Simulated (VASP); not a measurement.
Write the native input for VASP 6.6.1 that does the following.

| Item | Value |
| --- | --- |
| Task | single point |
| Functional | PBE |
| Potentials or basis | VASP PAW PBE potentials, release 64 (Si, O) |
| Cutoff | 520 eV |
| k mesh | 6 × 6 × 8 |
| Occupations | gaussian, width 0.05 eV |
| Spin | no spin polarisation |
| Dipole correction | no |
| Further INCAR settings | ALGO = Normal; EDIFF = 1e-06; NBANDS = 25 |

The structure of SiO2 lies in POSCAR:

```
SiO2
1.0
    4.2358788266      0.0000000000      0.0000000000
    0.0000000000      4.0380632854      0.0000000000
    0.0000000000      0.0000000000      2.6897743046
Si O
2 4
Direct
    0.5000000000      0.5000000000      0.5000000000
    0.0000000000      0.0000000000      0.0000000000
    0.6464385634      0.7395870220      0.0000000000
    0.1464385634      0.7604129780      0.5000000000
    0.3535614366      0.2604129780      0.0000000000
    0.8535614366      0.2395870220      0.5000000000
```

This cell differs from its parent crystal: atoms displaced along a vibrational mode, the cell strained.

One way to write it, as run:

INCAR

```
PREC     = Accurate       # precision mode
ENCUT    = 520            # plane-wave cutoff, eV
EDIFF    = 1E-6           # SCF threshold, eV
ISMEAR   = 0              # smearing method
SIGMA    = 0.05           # smearing width, eV
LREAL    = False          # projectors in reciprocal space
LASPH    = True           # aspherical terms in the spheres
NELM     = 60             # most SCF steps
ALGO     = Normal         # electronic algorithm
ISIF     = 2              # what is computed and relaxed
LWAVE    = False          # write WAVECAR
LCHARG   = True           # write CHGCAR
GGA      = PE             # functional
LELF     = True           # ELF
LVHAR    = True         
NBANDS   = 25             # bands
```

KPOINTS

```
regular mesh
0
Gamma
  6 6 8
```

Potentials or basis: VASP PAW PBE potentials, release 64 (Si, O).

The run is started by

```bash
$ cat potpaw_PBE.64/Si/POTCAR potpaw_PBE.64/O/POTCAR > POTCAR
$ mpirun -np 1 vasp_std > vasp.out
```

Results of the run:

```
Pressure               : 9.4 GPa
Largest force          : 1.216 eV/Å
Band gap on the k mesh : 5.90 eV
```

Caveat: the cell differs from its parent crystal (atoms displaced along a vibrational mode, the cell strained); the stress differs along the axes, from 1 to 14 GPa; forces of over 1 eV/Å act on the atoms, so gaps and moduli don't describe the material at rest.

Wall time 25 s on 1 thread of Intel(R) Xeon(R) Platinum 8559C (Emerald Rapids) (shared host), peak memory 0.19 GiB.
